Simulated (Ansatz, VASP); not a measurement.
**Be2H3 in VASP and in Ansatz**

```
CELL_PARAMETERS angstrom
4.71791 0.00000 0.00000
0.00000 4.71791 0.00000
0.00000 0.00000 3.19631
ATOMIC_POSITIONS crystal
Be 0.23584 0.00000 0.50000
Be 0.76416 0.00000 0.50000
Be 0.00000 0.23584 0.50000
Be 0.00000 0.76416 0.50000
H 0.00000 0.50000 0.00000
H 0.50000 0.00000 0.00000
H 0.81341 0.50000 0.00000
H 0.18659 0.50000 0.00000
H 0.50000 0.81341 0.00000
H 0.50000 0.18659 0.00000
```

Alike in both runs: task single point; functional PBE; k mesh 4 × 4 × 6; occupations gaussian, width 0.1 eV; no spin polarisation.

|  | VASP | Ansatz |
| --- | --- | --- |
| version | VASP 6.6.1 | Ansatz 0.2.0 |
| potentials or method | VASP PAW PBE potentials, release 64 (Be, H), cutoff 520 eV | scalar-relativistic, plane waves, PAW |
| valence electrons in the cell | 14 | 14 |

Ansatz gave:

* gap on the k mesh at the Fermi level (eV): none
* rms of the force components (eV/Å): 3.448

Which values does VASP return?

gap on the k mesh at the Fermi level (eV): none; rms of the force components (eV/Å): 3.476.

Atom by atom the forces differ by 0.029 eV/Å (rms over components). A gap of «none» marks a metal or a gap that the smearing closes. With one functional, cell and mesh, what is left measures potentials, basis and numerics.
